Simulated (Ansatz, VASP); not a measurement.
**K: VASP beside Ansatz**

```
K
1.0
     4.31044    0.00000    0.00000
     0.00000    4.31044    0.00000
     0.00000    0.00000    4.18113
K
1
Direct
  0.00000 0.00000 0.00000
```

Change from the starting cell: strain +0.000 along x and y, -0.030 along z, atoms carried along.

Alike in both runs: task single point; functional PBE; k mesh 12 × 12 × 12; occupations gaussian, width 0.15 eV; no spin polarisation.

|  | VASP | Ansatz |
| --- | --- | --- |
| version | VASP 6.6.1 | Ansatz 0.2.0 |
| potentials or method | VASP PAW PBE potentials, release 64 (K_sv), cutoff 520 eV | scalar-relativistic, plane waves, PAW |
| valence electrons in the cell | 9 | 9 |

```csv
,VASP,Ansatz,Ansatz less VASP
gap on the k mesh at the Fermi level (eV),none,none,-
pressure (GPa),0.1,0.1,+0.01
"traceless stress, the component that is largest in VASP (GPa)",0.20,0.20,0.000
```

A gap of «none» marks a metal or a gap that the smearing closes.
